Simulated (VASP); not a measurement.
# N: single point with PBE-based screened hybrid with 25 % exact exchange

The system is N.

```
N
1.0
     4.08406    0.00000    0.00000
     0.00000    4.08406    0.00000
     0.00000    0.00000    5.34591
N
4
Direct
  0.40428 0.59572 0.50000
  0.09572 0.09572 0.00000
  0.59572 0.40428 0.50000
  0.90428 0.90428 0.00000
```

```json
{
 "Program": "VASP 6.6.1",
 "Task": "single point",
 "Functional": "PBE-based screened hybrid with 25 % exact exchange",
 "Potentials or basis": "VASP PAW PBE potentials, release 64 (N)",
 "Cutoff": "520 eV",
 "k mesh": "4 × 4 × 3",
 "Occupations": "fermi-dirac, width 0.05 eV",
 "Spin": "no spin polarisation",
 "Dipole correction": "no",
 "Grid for exact exchange (PRECFOCK)": "Normal",
 "Share of exact exchange": "0.25",
 "Further INCAR settings": "ALGO = Normal; EDIFF = 1e-07; NBANDS = 18",
 "Screening parameter": "0.6 1/Å"
}
```

The pressure is -0.1 GPa. The largest force is 0.263 eV/Å. The band gap on the k mesh is 8.09 eV (least direct gap 8.29 eV).

Forces on the atoms (eV/Å):
```
N    0.186 -0.186  0.000
N   -0.186 -0.186  0.000
N   -0.186  0.186  0.000
N    0.186  0.186  0.000
```

Stress tensor (GPa, compression positive):
```
-0.32  0.00  0.00
 0.00 -0.32  0.00
 0.00  0.00  0.25
```

Levels at points of the mesh, in eV from the valence-band top:
| k point | band 6 | band 7 | band 8 | band 9 | band 10 | band 11 | band 12 | band 13 | band 14 | band 15 |
| --- | --- | --- | --- | --- | --- | --- | --- | --- | --- | --- |
| (0.00, 0.00, 0.00) | -1.11 | -1.11 | -1.01 | -0.97 | -0.20 | 8.09 | 9.08 | 9.49 | 9.49 | 12.04 |
| (0.50, 0.00, 0.00) | -1.34 | -1.31 | -1.31 | -0.21 | -0.21 | 9.23 | 9.23 | 9.25 | 9.25 | 13.06 |
| (0.50, 0.50, 0.00) | -1.48 | -1.26 | -1.26 | -0.03 | -0.03 | 8.98 | 8.98 | 10.12 | 10.12 | 13.32 |

Run time: 7.4 min on 1 thread of Intel(R) Xeon(R) Platinum 8259CL CPU @ 2.50GHz (Skylake/Cascade Lake), on a shared host, peak memory 0.29 GiB.

Caveat: the standard files for N, O and F lose accuracy on very short bonds; this functional lacks dispersion, which holds the molecules together, so the pressure and a relaxed volume are unreliable; the PAW data sets were made with another functional, which shifts forces and pressure a little. A k mesh can miss the band edges.
